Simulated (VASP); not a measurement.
SiNi2: single point with PBE

The system is SiNi2.

```xyz
12
Lattice="3.8679 0.0000 0.0000 0.0000 6.6995 0.0000 0.0000 0.0000 5.0774" Properties=species:S:1:pos:R:3 pbc="T T T"
Si    0.9670    4.1177    1.4572
Si    2.9010    2.5818    3.6202
Si    0.9670    5.9315    3.9959
Si    2.9010    0.7680    1.0815
Ni    0.9670    1.9839    2.3327
Ni    2.9010    4.7156    2.7448
Ni    0.9670    1.3659    4.8714
Ni    2.9010    5.3336    0.2060
Ni    0.9670    6.2952    1.6788
Ni    2.9010    0.4043    3.3986
Ni    0.9670    3.7540    4.2175
Ni    2.9010    2.9454    0.8599
```

```yaml
Program: VASP 6.6.1
Task: single point
Functional: PBE
Potentials_or_basis: VASP PAW PBE potentials, release 64 (Si, Ni)
Cutoff: 520 eV
k_mesh: 9 × 5 × 7
Occupations: gaussian, width 0.1 eV
Spin: no spin polarisation
```

The pressure is 2.8 GPa and the largest force is 0.521 eV/Å. The band gap on the k mesh is zero (bands 48 and 49 overlap by 1.73 eV).

Forces in eV/Å, atoms in the order of the input:
```
Si   0.000 -0.470 -0.225
Si   0.000  0.470  0.225
Si   0.000  0.470 -0.225
Si   0.000 -0.470  0.225
Ni   0.000  0.075  0.174
Ni   0.000 -0.075 -0.174
Ni   0.000 -0.075  0.174
Ni   0.000  0.075 -0.174
Ni   0.000  0.242  0.062
Ni   0.000 -0.242 -0.062
Ni   0.000 -0.242  0.062
Ni   0.000  0.242 -0.062
```

Stress tensor (GPa, compression positive):
```
-6.20  0.00  0.00
 0.00 15.89  0.00
 0.00  0.00 -1.17
```

Levels at points of the mesh, in eV from the Fermi level:
| k point | band 45 | band 46 | band 47 | band 48 | band 49 | band 50 | band 51 | band 52 |
| --- | --- | --- | --- | --- | --- | --- | --- | --- |
| (0.00, 0.00, 0.00) | -0.97 | -0.93 | -0.52 | -0.16 | 0.84 | 0.96 | 2.53 | 2.74 |

It took 4.8 min on 1 thread of AMD EPYC 9R45 96-Core Processor (Zen 5), on a shared host, peak memory 0.43 GiB.

Spin polarisation is off, so any magnetic state and its effect on volume and gap are missing.
